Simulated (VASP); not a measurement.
# TaN (Fmm2) in VASP: a series of runs, part 2 of 2

VASP 6.6.1. The steps go on from the part before.

### Step 4. Single point, PBE (atoms displaced along a vibrational mode, the cell strained)

Input file INCAR:

```
ALGO = Normal ; EDIFF = 1E-6
ENCUT = 520 ; GGA = PE
ISIF = 2 ; ISMEAR = 0
LASPH = T ; LCHARG = F
LREAL = F ; LWAVE = F
NBANDS = 15 ; NELM = 60
PREC = Accurate ; SIGMA = 0.15
```

Input file KPOINTS:

```
k-points
0
Gamma
  18 18 18
```

Input file POSCAR:

```
TaN
1.0
    0.0000000000      2.2853961859      2.0535443989
    2.2853961859      0.0000000000      2.0535443989
    2.2853961859      2.2853961859      0.0000000000
Ta N
1 1
Direct
    0.4968326312      0.5031673688      0.5031673688
    0.0409173038     -0.0409173038     -0.0409173038
```

Potentials or basis: VASP PAW PBE potentials, release 64 (Ta_pv, N).

Command:

```console
cat potpaw_PBE.64/Ta_pv/POTCAR potpaw_PBE.64/N/POTCAR > POTCAR
mpirun -np 1 vasp_std > vasp.out
```

OUTCAR:

```text
EDIFF = 1E-6
   ENCUT = 520
   GGA = PE
   ISIF = 2
   ISMEAR = 0
   LASPH = T
   LREAL = F
   NELM = 60
   PREC = Accurate

 ion  position               nearest neighbor table
   1  0.497  0.503  0.503-   2 2.06   2 2.06   2 2.08   2 2.29   2 2.29   2 2.49
   2  0.041  0.959  0.959-   1 2.06   1 2.06   1 2.08   1 2.29   1 2.29   1 2.49

  LATTYP: Found a body centered tetragonal cell.
 ALAT       =     3.2320382815
 C/A-ratio  =     1.2707426212

  Lattice vectors:

 A1 = (   0.0000000000,  -2.2853961859,  -2.0535443989)
 A2 = (   0.0000000000,   2.2853961859,  -2.0535443989)
 A3 = (   2.2853961859,   0.0000000000,   2.0535443989)

Analysis of symmetry for initial positions (statically):
=====================================================================
 Subroutine PRICEL returns:
 Original cell was already a primitive cell.

 Routine SETGRP: Setting up the symmetry group for a
 body centered tetragonal supercell.

 Subroutine GETGRP returns: Found  4 space group operations
 (whereof  4 operations were pure point group operations)
 out of a pool of 16 trial point group operations.

The static configuration has the point symmetry C_2v.

Analysis of symmetry for dynamics (positions and initial velocities):
=====================================================================
 Subroutine PRICEL returns:
 Original cell was already a primitive cell.

 Routine SETGRP: Setting up the symmetry group for a
 body centered tetragonal supercell.

 Subroutine GETGRP returns: Found  4 space group operations
 (whereof  4 operations were pure point group operations)
 out of a pool of 16 trial point group operations.

The dynamic configuration has the point symmetry C_2v.

 Subroutine INISYM returns: Found  4 space group operations
 (whereof  4 operations are pure point group operations),
 and found     1 'primitive' translations

----------------------------------------------------------------------------------------

                                     Primitive cell

  volume of cell :      21.4515

  direct lattice vectors                    reciprocal lattice vectors
[... 121 lines left out ...]
  volume of cell :       21.45
 maximum number of plane-waves:       590
   NGX = 11   NGY = 11   NGZ = 13

 number of electron      16.0000002 magnetization

 Free energy of the ion-electron system (eV)
  ---------------------------------------------------
  ext. energy  EPLUGINS =         0.00000000
  ---------------------------------------------------
  free energy    TOTEN  =       -21.43964066 eV

  energy without entropy =      -21.43006148  energy(sigma->0) =      -21.43485107

 E-fermi :   9.3321     XC(G=0): -13.3537

 val. band max:        9.3288958977   @ k =   0.2778   0.0556   0.2222
 cond. band min:       9.3326535933   @ k =  -0.3889   0.2222   0.1667
 fundamental gap:      0.0037576955
 Fermi energy:         9.3320818214

 k-point     1 :       0.0000    0.0000    0.0000
  band No.  band energies     occupation
      1     -26.2851      2.00000
      2     -26.2551      2.00000
      3     -26.2339      2.00000
      4      -9.4079      2.00000
      5       4.6612      2.00000
      6       4.8424      2.00000
      7       5.0760      2.00000
      8       7.0874      2.00000
      9       8.3824      2.00000
     10       8.5704      2.00000
     11       8.7473      2.00000
     12       9.7766      0.00003
     13      12.9135      0.00000
     14      18.8741      0.00000
[... 401 lines left out ...]
      2     -26.3314      2.00000
      3     -26.2869      2.00000
      4      -8.2617      2.00000
      5       1.6765      2.00000
      6       3.0081      2.00000
      7       3.7854      2.00000
      8       8.0833      2.00000
      9       8.9664      1.99943
     10       9.6255      0.00566
     11      12.5352      0.00000
     12      13.2593      0.00000
     13      14.9473      0.00000
     14      21.6437      0.00000
     15      21.9471      0.00000

 [... further k-points ...]

------------------------ aborting loop because EDIFF is reached ----------------------------------------

  FORCE on cell =-STRESS in cart. coord.  units (eV):
  Direction    XX          YY          ZZ          XY          YZ          ZX
  --------------------------------------------------------------------------------------
  -------------------------------------------------------------------------------------
  Total        0.5760742     -1.4824507      7.4977765      0.0000000      0.0000000      0.0000000
  in kB       43.0260938   -110.7219557    559.9973640      0.0000000      0.0000000      0.0000000
  external PRESSURE =     164.1005007 kB  Pullay stress =       0.0000000 kB

 VOLUME and BASIS-vectors are now :
 -----------------------------------------------------------------------------
  energy-cutoff  :      520.00
  volume of cell :       21.45
      direct lattice vectors                 reciprocal lattice vectors
     0.000000000  2.285396186  2.053544399    -0.218780447  0.218780447  0.243481466
     2.285396186  0.000000000  2.053544399     0.218780447 -0.218780447  0.243481466
     2.285396186  2.285396186  0.000000000     0.218780447  0.218780447 -0.243481466

 POSITION                                       TOTAL-FORCE (eV/Angst)
 -----------------------------------------------------------------------------------
      2.29987      2.28540      2.05354        -0.855824      0.000000      0.000000
      4.38377      2.28540      2.05354         0.855824      0.000000      0.000000
 -----------------------------------------------------------------------------------
    total drift:                               -0.000030      0.000000      0.000000

  FREE ENERGIE OF THE ION-ELECTRON SYSTEM (eV)
  ---------------------------------------------------
  free  energy   TOTEN  =       -21.4396406579 eV

  energy  without entropy=      -21.4300614830  energy(sigma->0) =      -21.43485107
```

It took 82 s on 1 thread of Intel Xeon 6975P-C (Granite Rapids), shared host; peak memory 0.37 GiB.

Results:

| Property | Result |
| --- | --- |
| Free energy | -21.4396 eV |
| Pressure | 16.4 GPa |
| Largest force | 0.856 eV/Å |
| Band gap on the k mesh | zero (bands 8 and 9 overlap by 2.94 eV) |

Forces in eV/Å, atoms in the order of the input:
```
Ta  -0.856  0.000  0.000
N    0.856  0.000  0.000
```

Caveat: the cell differs from its parent crystal (atoms displaced along a vibrational mode, the cell strained); the cell stands under pressure; spin-orbit coupling is left out, which moves the levels of the heavy elements.

### Step 5. Single point, PBE (atoms displaced along a vibrational mode, the cell strained)

Input file INCAR:

```
SYSTEM = TaN
PREC = Accurate ; ENCUT = 520
EDIFF = 1E-6 ; ISMEAR = 0
SIGMA = 0.15 ; LREAL = .False.
LASPH = .True. ; NELM = 100
ALGO = Normal ; ISIF = 2
LWAVE = .False. ; LCHARG = .False.
GGA = PE ; NBANDS = 15
```

Input file KPOINTS:

```
regular mesh
0
Gamma
  18 18 18
  0 0 0
```

Input file POSCAR:

```
TaN
1.0
    0.0000000000      2.1308283279      2.3626801149
    2.1308283279      0.0000000000      2.3626801149
    2.1308283279      2.1308283279      0.0000000000
Ta N
1 1
Direct
    0.4968326312      0.5031673688      0.5031673688
    0.0409173038     -0.0409173038     -0.0409173038
```

Potentials or basis: VASP PAW PBE potentials, release 64 (Ta_pv, N).

Command:

```console
cat potpaw_PBE.64/Ta_pv/POTCAR potpaw_PBE.64/N/POTCAR > POTCAR
mpirun -np 1 vasp_std > vasp.out
```

OUTCAR:

```text
SYSTEM = TaN
   PREC = Accurate
   ENCUT = 520
   EDIFF = 1E-6
   ISMEAR = 0
   LREAL = .False.
   LASPH = .True.
   NELM = 100
   ISIF = 2
   GGA = PE

 ion  position               nearest neighbor table
   1  0.497  0.503  0.503-   2 1.94   2 2.14   2 2.14   2 2.32   2 2.37   2 2.37
   2  0.041  0.959  0.959-   1 1.94   1 2.14   1 2.14   1 2.32   1 2.37   1 2.37

  LATTYP: Found a body centered tetragonal cell.
 ALAT       =     3.0134463204
 C/A-ratio  =     1.5680917220

  Lattice vectors:

 A1 = (  -2.1308283279,   0.0000000000,   2.3626801149)
[... 619 lines left out ...]

  FORCE on cell =-STRESS in cart. coord.  units (eV):
  Direction    XX          YY          ZZ          XY          YZ          ZX
  --------------------------------------------------------------------------------------
  -------------------------------------------------------------------------------------
  Total        6.0578274      3.3250365     -1.8718988      0.0000000      0.0000000      0.0000000
  in kB      452.3719151    248.2991045   -139.7851698      0.0000000      0.0000000      0.0000000
  external PRESSURE =     186.9619499 kB  Pullay stress =       0.0000000 kB

 VOLUME and BASIS-vectors are now :
 -----------------------------------------------------------------------------
  energy-cutoff  :      520.00
  volume of cell :       21.46
      direct lattice vectors                 reciprocal lattice vectors
     0.000000000  2.130828328  2.362680115    -0.234650532  0.234650532  0.211624078
     2.130828328  0.000000000  2.362680115     0.234650532 -0.234650532  0.211624078
     2.130828328  2.130828328  0.000000000     0.234650532  0.234650532 -0.211624078

 POSITION                                       TOTAL-FORCE (eV/Angst)
 -----------------------------------------------------------------------------------
      2.14433      2.13083      2.36268        -2.889410      0.000000      0.000000
      4.08728      2.13083      2.36268         2.889410      0.000000      0.000000
 -----------------------------------------------------------------------------------
    total drift:                               -0.000043      0.000000     -0.000000

  FREE ENERGIE OF THE ION-ELECTRON SYSTEM (eV)
  ---------------------------------------------------
  free  energy   TOTEN  =       -21.3727106757 eV

  energy  without entropy=      -21.3627120803  energy(sigma->0) =      -21.36771138
```

OSZICAR:

```text
N       E                     dE             d eps       ncg     rms          rms(c)
DAV:   1     0.907193197435E+02    0.90719E+02   -0.85754E+03 25958   0.112E+03
DAV:   2    -0.217778714510E+02   -0.11250E+03   -0.10622E+03 31970   0.303E+02
DAV:   3    -0.244722298685E+02   -0.26944E+01   -0.26788E+01 28687   0.450E+01
DAV:   4    -0.244828284628E+02   -0.10599E-01   -0.10595E-01 34257   0.303E+00
DAV:   5    -0.244829000322E+02   -0.71569E-04   -0.71568E-04 29010   0.220E-01    0.259E+01
DAV:   6    -0.214662581326E+02    0.30166E+01   -0.61958E+00 31942   0.271E+01    0.106E+01
DAV:   7    -0.214072684589E+02    0.58990E-01   -0.62092E-01 29121   0.652E+00    0.744E+00
DAV:   8    -0.213795150717E+02    0.27753E-01   -0.13373E-01 31599   0.308E+00    0.159E+00
DAV:   9    -0.213727580698E+02    0.67570E-02   -0.16775E-02 29968   0.107E+00    0.272E-01
DAV:  10    -0.213727345848E+02    0.23485E-04   -0.12570E-03 31004   0.382E-01    0.291E-02
DAV:  11    -0.213727119075E+02    0.22677E-04   -0.63313E-05 30480   0.962E-02    0.222E-02
DAV:  12    -0.213727108455E+02    0.10619E-05   -0.64962E-06 30927   0.258E-02    0.235E-03
DAV:  13    -0.213727106757E+02    0.16985E-06   -0.26625E-07 17245   0.460E-03
   1 F= -.21372711E+02 E0= -.21367711E+02  d E =-.999860E-02
```

It took 74 s on 1 thread of Intel Xeon 6975P-C (Granite Rapids), shared host; peak memory 0.37 GiB.

What came out:

| Item | Value |
| --- | --- |
| Free energy | -21.3727 eV |
| Pressure | 18.7 GPa |
| Largest force | 2.889 eV/Å |
| Band gap on the k mesh | zero (bands 8 and 9 overlap by 3.37 eV) |

Forces in eV/Å, atoms in the order of the input:
```
Ta  -2.889  0.000  0.000
N    2.889  0.000  0.000
```

Stress tensor (GPa, compression positive):
```
 45.24   0.00   0.00
  0.00  24.83   0.00
  0.00   0.00 -13.98
```

Caveat: the cell differs from its parent crystal (atoms displaced along a vibrational mode, the cell strained); the cell stands under pressure; spin-orbit coupling is left out, which moves the levels of the heavy elements; forces of over 1 eV/Å act on the atoms, so gaps and moduli don't describe the material at rest.

### Step 6. Overview

```csv
cell,gap on the mesh (eV),pressure (GPa),largest force (eV/Å)
"a = 3.182, b = 3.182, c = 3.013 Å, angles 61.7, 61.7, 56.5°, 2 atoms, atomic positions A",none,29.1,5.20
"a = 3.072, b = 3.072, c = 3.232 Å, angles 58.3, 58.3, 63.5°, 2 atoms, atomic positions A",none,22.1,1.76
"a = 3.072, b = 3.072, c = 3.232 Å, angles 58.3, 58.3, 63.5°, 2 atoms, atomic positions B",none,16.4,0.86
"a = 3.182, b = 3.182, c = 3.013 Å, angles 61.7, 61.7, 56.5°, 2 atoms, atomic positions B",none,18.7,2.89
```

Alike in all rows: task single point; level PBE; potentials or basis VASP PAW PBE potentials, release 64 (Ta_pv, N); no spin polarisation; k mesh 18 × 18 × 18; cutoff (eV) 520; smearing gaussian 0.15 eV.

Caveats: the cell stands under pressure; spin-orbit coupling is left out, which moves the levels of the heavy elements; forces of over 1 eV/Å act on the atoms, so gaps and moduli don't describe the material at rest (at least some runs).

Total energies depend on the potentials used, so only differences within one code and one set of settings carry meaning.
